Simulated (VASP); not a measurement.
# MgO (Immm) in VASP: further runs, part 2 of 2

VASP 6.6.1.

### 3 Single point, PBE

Input file INCAR:

```
SYSTEM = MgO
ALGO     = Normal         ! electronic algorithm
EDIFF    = 1E-6           ! SCF threshold, eV
ENCUT    = 840            ! plane-wave cutoff, eV
GGA      = PE             ! functional
GGA_COMPAT= .FALSE.      
ISIF     = 2              ! what is computed and relaxed
ISMEAR   = -1             ! smearing method
LASPH    = .TRUE.         ! aspherical terms in the spheres
LCHARG   = .TRUE.         ! write CHGCAR
LELF     = .TRUE.         ! ELF
LREAL    = .FALSE.        ! projectors in reciprocal space
LVHAR    = .TRUE.       
LWAVE    = .FALSE.        ! write WAVECAR
NBANDS   = 15             ! bands
NELM     = 120            ! most SCF steps
PREC     = Accurate       ! precision mode
SIGMA    = 0.02           ! smearing width, eV
```

Input file KPOINTS:

```
k-points
0
G
  8 8 8
  0 0 0
```

Input file POSCAR:

```
MgO
1.0
   -0.0035141667      2.1085000000      2.1085000000
    2.1085000000     -0.0035141667      2.1085000000
    2.1049858333      2.1049858333      0.0000000000
Mg O
1 1
Direct
    0.0000000000      0.0000000000      0.0000000000
    0.5000000000      0.5000000000      0.5000000000
```

Potentials or basis: VASP PAW PBE potentials, release 64 (Mg_sv, O).

The run is started by

```bash
> cat potpaw_PBE.64/Mg_sv/POTCAR potpaw_PBE.64/O/POTCAR > POTCAR
> mpirun -np 1 vasp_std > vasp.out
```

OUTCAR:

```text
SYSTEM = MgO
   EDIFF = 1E-6
   ENCUT = 840
   GGA = PE
   ISIF = 2
   ISMEAR = -1
   LASPH = .TRUE.
   LREAL = .FALSE.
   NELM = 120
   PREC = Accurate

 ion  position               nearest neighbor table
   1  0.000  0.000  0.000-   2 2.11   2 2.11   2 2.11   2 2.11   2 2.11   2 2.11
   2  0.500  0.500  0.500-   1 2.11   1 2.11   1 2.11   1 2.11   1 2.11   1 2.11

  LATTYP: Found a body centered orthorhombic cell.
 ALAT       =     2.9768995141
 B/A-ratio  =     1.0033388982
 C/A-ratio  =     1.4165745199

  Lattice vectors:

 A1 = (   0.0035141667,  -2.1085000000,  -2.1085000000)
 A2 = (  -0.0035141667,   2.1085000000,  -2.1085000000)
 A3 = (   2.1085000000,  -0.0035141667,   2.1085000000)

Analysis of symmetry for initial positions (statically):
=====================================================================
 Subroutine PRICEL returns:
 Original cell was already a primitive cell.

 Routine SETGRP: Setting up the symmetry group for a
 body centered orthorhombic supercell.

 Subroutine GETGRP returns: Found  8 space group operations
 (whereof  8 operations were pure point group operations)
 out of a pool of  8 trial point group operations.

The static configuration has the point symmetry D_2h.

Analysis of symmetry for dynamics (positions and initial velocities):
=====================================================================
 Subroutine PRICEL returns:
 Original cell was already a primitive cell.

 Routine SETGRP: Setting up the symmetry group for a
 body centered orthorhombic supercell.

 Subroutine GETGRP returns: Found  8 space group operations
 (whereof  8 operations were pure point group operations)
 out of a pool of  8 trial point group operations.

The dynamic configuration has the point symmetry D_2h.

 Subroutine INISYM returns: Found  8 space group operations
 (whereof  8 operations are pure point group operations),
 and found     1 'primitive' translations

[... 118 lines left out ...]
   LORBIT       =      0    0 simple, 1 ext, 2 COOP (PROOUT), +10 PAW based schemes
   GGA     = PE    functional components
   LHFCALC =     F    Hartree Fock is set to
   AEXX    =    0.0000 exact exchange contribution
   IVDW    =     0    specifies the selected vdW correction
   LEPSILON=     F    determine dielectric tensor
   LRPA    =     F    only Hartree local field effects (RPA)
 non-spin polarized calculation
  energy-cutoff  :      840.00
  volume of cell :       18.75
 maximum number of plane-waves:      1056
   NGX = 15   NGY = 15   NGZ = 13

 number of electron      15.9999995 magnetization

 Free energy of the ion-electron system (eV)
  ---------------------------------------------------
  ext. energy  EPLUGINS =         0.00000000
  ---------------------------------------------------
  free energy    TOTEN  =       -11.87671783 eV

  energy without entropy =      -11.87671783  energy(sigma->0) =      -11.87671783

 E-fermi :   3.4562     XC(G=0): -11.3734

 val. band max:        2.9027219870   @ k =   0.0000   0.0000   0.0000
 cond. band min:       7.5958814651   @ k =   0.0000   0.0000   0.0000
 fundamental gap:      4.6931594781
 Fermi energy:         3.4561635268

 k-point     1 :       0.0000    0.0000    0.0000
  band No.  band energies     occupation
      1     -69.3901      2.00000
      2     -36.1158      2.00000
      3     -36.1152      2.00000
      4     -36.1146      2.00000
      5     -14.3404      2.00000
      6       2.8778      2.00000
      7       2.8902      2.00000
      8       2.9027      2.00000
      9       7.5959      0.00000
     10      18.6278      0.00000
     11      18.6764      0.00000
     12      18.7249      0.00000
     13      22.5798      0.00000
     14      24.3570      0.00000
[... 401 lines left out ...]
      2     -36.1487      2.00000
      3     -36.1236      2.00000
      4     -36.1224      2.00000
      5     -13.7872      2.00000
      6       0.6310      2.00000
      7       2.4090      2.00000
      8       2.4187      2.00000
      9      10.1023      0.00000
     10      15.1514      0.00000
     11      19.2657      0.00000
     12      19.7054      0.00000
     13      20.9194      0.00000
     14      24.7658      0.00000
     15      26.9220      0.00000

 [... further k-points ...]
[... 5 lines left out ...]
  --------------------------------------------------------------------------------------
  -------------------------------------------------------------------------------------
  Total        0.4902161      0.4902161      0.4899458      0.0565156     -0.0000000      0.0000000
  in kB       41.8936860     41.8936860     41.8705872      4.8298027     -0.0000000      0.0000000
  external PRESSURE =      41.8859864 kB  Pullay stress =       0.0000000 kB

 VOLUME and BASIS-vectors are now :
 -----------------------------------------------------------------------------
  energy-cutoff  :      840.00
  volume of cell :       18.75
      direct lattice vectors                 reciprocal lattice vectors
    -0.003514167  2.108500000  2.108500000    -0.236740836  0.236740836  0.237135404
     2.108500000 -0.003514167  2.108500000     0.236740836 -0.236740836  0.237135404
     2.104985833  2.104985833  0.000000000     0.237531290  0.237531290 -0.237135404

 POSITION                                       TOTAL-FORCE (eV/Angst)
 -----------------------------------------------------------------------------------
      0.00000      0.00000      0.00000         0.000000     -0.000000      0.000000
      2.10499      2.10499      2.10850        -0.000000      0.000000      0.000000
 -----------------------------------------------------------------------------------
    total drift:                                0.000000      0.000000      0.000000

  FREE ENERGIE OF THE ION-ELECTRON SYSTEM (eV)
  ---------------------------------------------------
  free  energy   TOTEN  =       -11.8767178250 eV

  energy  without entropy=      -11.8767178250  energy(sigma->0) =      -11.87671783
```

It took 24 s on 1 thread of Intel Xeon Platinum 8488C (Sapphire Rapids), shared host; peak memory 0.18 GiB.

Results:

```
Free energy            : -11.8767 eV
Pressure               : 4.2 GPa
Band gap on the k mesh : 4.69 eV
```

Caveat: the cell stands under pressure.
